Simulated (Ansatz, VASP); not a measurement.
Two plane-wave programs on HfO2

The input INCAR:

```
SYSTEM = HfO2
PREC = Accurate
ENCUT = 520
EDIFF = 1E-6
ISMEAR = 0
SIGMA = 0.01
LREAL = .FALSE.
LASPH = .TRUE.
NELM = 100
ALGO = Normal
ISIF = 2
LWAVE = .FALSE.
LCHARG = .TRUE.
GGA = PE
LELF = .TRUE.
LVHAR = .TRUE.
NBANDS = 31
```

Contents of KPOINTS:

```
regular mesh
0
G
  6 6 4
  0 0 0
```

The input POSCAR:

```
HfO2
1.0
    3.5580190000      0.0000000000      0.0000000000
    0.0000000000      3.5580190000      0.0000000000
    0.0000000000      0.0000000000      5.1718610000
Hf O
2 4
Direct
    0.5000000000      0.5000000000      0.5000000000
    0.0000000000      0.0000000000      0.0000000000
    0.0000000000      0.5000000000      0.6972080000
    0.5000000000      0.0000000000      0.8027920000
    0.5000000000      0.0000000000      0.3027920000
    0.0000000000      0.5000000000      0.1875403001
```

Input for Ansatz:

```yaml
crystal:
  lattice:
    - [3.558019, 0.0, 0.0]
    - [0.0, 3.558019, 0.0]
    - [0.0, 0.0, 5.171861]
  atoms:
    - { symbol: Hf, position: [0.5, 0.5, 0.5] }
    - { symbol: Hf, position: [0.0, 0.0, 0.0] }
    - { symbol: O, position: [0.0, 0.5, 0.697208] }
    - { symbol: O, position: [0.5, 0.0, 0.802792] }
    - { symbol: O, position: [0.5, 0.0, 0.302792] }
    - { symbol: O, position: [0.0, 0.5, 0.18754030011402087] }
basis:
  ecutwfc: 450.0
kpoints:
  mp_grid:
    grid: [6, 6, 4]
hamiltonian:
  xc: pbe
  pseudopotentials:
    kind: paw
scf:
  occupations:
    method: fixed
output:
  forces: true
```

Alike in both runs: task single point; functional PBE; k mesh 6 × 6 × 4; no spin polarisation.

```csv
,VASP,Ansatz
version,VASP 6.6.1,Ansatz 0.2.0
potentials or method,"VASP PAW PBE potentials, release 64 (Hf_pv, O), cutoff 520 eV","plane waves, PAW"
occupations,"gaussian, width 0.01 eV",fixed
valence electrons in the cell,44,76
```

Ansatz gave:

| Item | Value |
| --- | --- |
| rms of the force components (eV/Å) | 0.240 |

Q: Which values does VASP return?

A: rms of the force components (eV/Å): 0.231.

Atom by atom the forces differ by 0.021 eV/Å (rms over components). VASP's potentials hold 44 valence electrons a cell and Ansatz's 76, so a difference there can come from the potentials and not from the codes.

Spin-orbit coupling is off throughout.
